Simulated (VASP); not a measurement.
# SiGe (P6_3mc) in VASP: further runs, part 2 of 2

VASP 6.6.1. The steps go on from the part before.

## (3) Single point, PBEsol

This run uses another cell than the first one, of 20.51 Å³/atom.

Input file INCAR:

```
SYSTEM = SiGe
PREC = Accurate
ENCUT = 520
EDIFF = 1E-7
ISMEAR = 0
SIGMA = 0.02
LREAL = .False.
LASPH = .True.
NELM = 80
ALGO = Normal
ISIF = 2
LWAVE = .False.
LCHARG = .False.
GGA = PS
NBANDS = 26
```

Input file KPOINTS:

```
regular mesh
0
Gamma
  12 12 6
  0 0 0
```

Input file POSCAR:

```
SiGe
1.0
    3.8555861512      0.0000000000      0.0000000000
   -1.9277930756      3.3390355534      0.0000000000
    0.0000000000      0.0000000000      6.3720390240
Si Ge
2 2
Direct
    0.6666666667      0.3333333333      0.8744260588
    0.3333333333      0.6666666667      0.3744260588
    0.6666666667      0.3333333333      0.5005729412
    0.3333333333      0.6666666667      0.0005729412
```

Potentials or basis: VASP PAW PBE potentials, release 64 (Si, Ge_d).

Run with:

```sh
cat potpaw_PBE.64/Si/POTCAR potpaw_PBE.64/Ge_d/POTCAR > POTCAR
mpirun -np 1 vasp_std > vasp.out
```

OUTCAR:

```text
SYSTEM = SiGe
   PREC = Accurate
   ENCUT = 520
   EDIFF = 1E-7
   ISMEAR = 0
   LREAL = .False.
   LASPH = .True.
   NELM = 80
   ISIF = 2
   GGA = PS

 ion  position               nearest neighbor table
   1  0.667  0.333  0.874-   4 2.37   4 2.37   4 2.37   3 2.38
   2  0.333  0.667  0.374-   3 2.37   3 2.37   3 2.37   4 2.38
   3  0.667  0.333  0.501-   2 2.37   2 2.37   2 2.37   1 2.38
   4  0.333  0.667  0.001-   1 2.37   1 2.37   1 2.37   2 2.38

  LATTYP: Found a hexagonal cell.
 ALAT       =     3.8555861512
 C/A-ratio  =     1.6526771220
[... 896 lines left out ...]
  Direction    XX          YY          ZZ          XY          YZ          ZX
  --------------------------------------------------------------------------------------
  -------------------------------------------------------------------------------------
  Total        1.5203960      1.5203960      1.5365469      0.0000000      0.0000000      0.0000000
  in kB       29.6945950     29.6945950     30.0100373      0.0000000      0.0000000      0.0000000
  external PRESSURE =      29.7997424 kB  Pullay stress =       0.0000000 kB

 VOLUME and BASIS-vectors are now :
 -----------------------------------------------------------------------------
  energy-cutoff  :      520.00
  volume of cell :       82.03
      direct lattice vectors                 reciprocal lattice vectors
     3.855586151  0.000000000  0.000000000     0.259363936  0.149743838  0.000000000
    -1.927793076  3.339035553  0.000000000     0.000000000  0.299487677  0.000000000
     0.000000000  0.000000000  6.372039024     0.000000000  0.000000000  0.156935636

 POSITION                                       TOTAL-FORCE (eV/Angst)
 -----------------------------------------------------------------------------------
      1.92779      1.11301      5.57188         0.000000      0.000000     -0.000604
     -0.00000      2.22602      2.38586        -0.000000     -0.000000     -0.000604
      1.92779      1.11301      3.18967         0.000000     -0.000000      0.000604
     -0.00000      2.22602      0.00365        -0.000000      0.000000      0.000604
 -----------------------------------------------------------------------------------
    total drift:                               -0.000000     -0.000000      0.000307

  FREE ENERGIE OF THE ION-ELECTRON SYSTEM (eV)
  ---------------------------------------------------
  free  energy   TOTEN  =       -21.2352530403 eV

  energy  without entropy=      -21.2352530403  energy(sigma->0) =      -21.23525304
```

OSZICAR:

```text
N       E                     dE             d eps       ncg     rms          rms(c)
DAV:   1     0.265329091228E+03    0.26533E+03   -0.17634E+04  4592   0.302E+03
DAV:   2     0.213311748670E+02   -0.24400E+03   -0.23486E+03  4024   0.642E+02
DAV:   3    -0.199570303260E+02   -0.41288E+02   -0.40814E+02  4842   0.154E+02
DAV:   4    -0.216103131359E+02   -0.16533E+01   -0.16503E+01  4624   0.339E+01
DAV:   5    -0.216451969987E+02   -0.34884E-01   -0.34874E-01  4954   0.561E+00    0.610E+00
DAV:   6    -0.213649009480E+02    0.28030E+00   -0.11549E-01  4520   0.242E+00    0.356E+00
DAV:   7    -0.212327257026E+02    0.13218E+00   -0.20182E-01  4302   0.281E+00    0.232E-01
DAV:   8    -0.212349608550E+02   -0.22352E-02   -0.17620E-02  4922   0.134E+00    0.111E-01
DAV:   9    -0.212351425230E+02   -0.18167E-03   -0.43313E-04  5162   0.181E-01    0.839E-02
DAV:  10    -0.212352296710E+02   -0.87148E-04   -0.91010E-05  4606   0.862E-02    0.259E-02
DAV:  11    -0.212352515686E+02   -0.21898E-04   -0.21709E-05  4442   0.238E-02    0.466E-03
DAV:  12    -0.212352527644E+02   -0.11958E-05   -0.15355E-06  4966   0.113E-02    0.217E-03
DAV:  13    -0.212352530420E+02   -0.27761E-06   -0.34031E-07  3776   0.445E-03    0.684E-04
DAV:  14    -0.212352530403E+02    0.17417E-08   -0.12871E-08  2398   0.925E-04
   1 F= -.21235253E+02 E0= -.21235253E+02  d E =-.315217E-16
```

Wall time 1.9 min (1 thread of Intel Xeon Platinum 8259CL at 2.50GHz (Skylake/Cascade Lake), shared host); peak memory 0.28 GiB.

What came out:

* Free energy: -21.2353 eV
* Pressure: 3.0 GPa
* Band gap on the k mesh: 0.29 eV (least direct gap 0.51 eV)

Caveat: the PAW data sets were made with another functional, which shifts forces and pressure a little. A k mesh can miss the band edges.

## (4) Single point, PBEsol

This run uses another cell than the first one, of 21.22 Å³/atom.

Input file INCAR:

```
SYSTEM = SiGe
  ALGO = Normal
  EDIFF = 1E-7
  ENCUT = 520
  GGA = PS
  ISIF = 2
  ISMEAR = 0
  LASPH = .True.
  LCHARG = .True.
  LELF = .True.
  LREAL = .False.
  LVHAR = .True.
  LWAVE = .False.
  NBANDS = 26
  NELM = 100
  PREC = Accurate
  SIGMA = 0.02
```

Input file KPOINTS:

```
k-points
0
Gamma
  12 12 6
  0 0 0
```

Input file POSCAR:

```
SiGe
1.0
    3.9005968931      0.0000000000      0.0000000000
   -1.9502984466      3.3780159994      0.0000000000
    0.0000000000      0.0000000000      6.4433927721
Si Ge
2 2
Direct
    0.6666666667      0.3333333333      0.8745463420
    0.3333333333      0.6666666667      0.3745463420
    0.6666666667      0.3333333333      0.5004526580
    0.3333333333      0.6666666667      0.0004526580
```

Run with:

```sh
cat potpaw_PBE.64/Si/POTCAR potpaw_PBE.64/Ge_d/POTCAR > POTCAR
mpirun -np 1 vasp_std > vasp.out
```

Run time: 1.9 min. Hardware: 1 thread of Intel Xeon Platinum 8259CL at 2.50GHz (Skylake/Cascade Lake), shared host; peak memory 0.29 GiB.

It converged, with:

* Free energy: -21.2613 eV
* Pressure: 0.0 GPa
* Band gap on the k mesh: 0.35 eV (least direct gap 0.41 eV)

Levels at points of the mesh, in eV from the valence-band top:
| k point | band 15 | band 16 | band 17 | band 18 | band 19 | band 20 | band 21 | band 22 |
| --- | --- | --- | --- | --- | --- | --- | --- | --- |
| (0.00, 0.00, 0.00) | -1.59 | -0.32 | 0.00 | 0.00 | 0.41 | 1.49 | 2.03 | 2.03 |
| (0.50, 0.00, 0.00) | -4.78 | -3.18 | -3.04 | -1.53 | 0.35 | 1.97 | 3.19 | 3.31 |
| (0.00, 0.00, 0.50) | -0.97 | -0.97 | -0.97 | -0.97 | 1.21 | 1.21 | 3.08 | 3.08 |
| (0.50, 0.00, 0.50) | -2.61 | -2.61 | -2.53 | -2.53 | 0.62 | 0.62 | 1.77 | 1.77 |

Caveat: the PAW data sets were made with another functional, which shifts forces and pressure a little. A k mesh can miss the band edges.

## (5) The runs side by side

```csv
cell,smearing,gap on the mesh (eV),pressure (GPa)
"a = 3.793, b = 3.793, c = 6.277 Å, angles 90.0, 90.0, 120.0°, 4 atoms",gaussian 0.01 eV,0.20,8.0
"a = 3.856, b = 3.856, c = 6.372 Å, angles 90.0, 90.0, 120.0°, 4 atoms",gaussian 0.02 eV,0.29,3.0
"a = 3.901, b = 3.901, c = 6.443 Å, angles 90.0, 90.0, 120.0°, 4 atoms",gaussian 0.02 eV,0.35,0.0
```

Alike in all rows: task single point; level PBEsol; potentials or basis VASP PAW PBE potentials, release 64 (Si, Ge_d); no spin polarisation; k mesh 12 × 12 × 6; cutoff (eV) 520.

Caveats: the PAW data sets were made with another functional, which shifts forces and pressure a little; the cell stands under pressure (at least some runs).

Absolute energies hang on the potentials; compare differences alone.
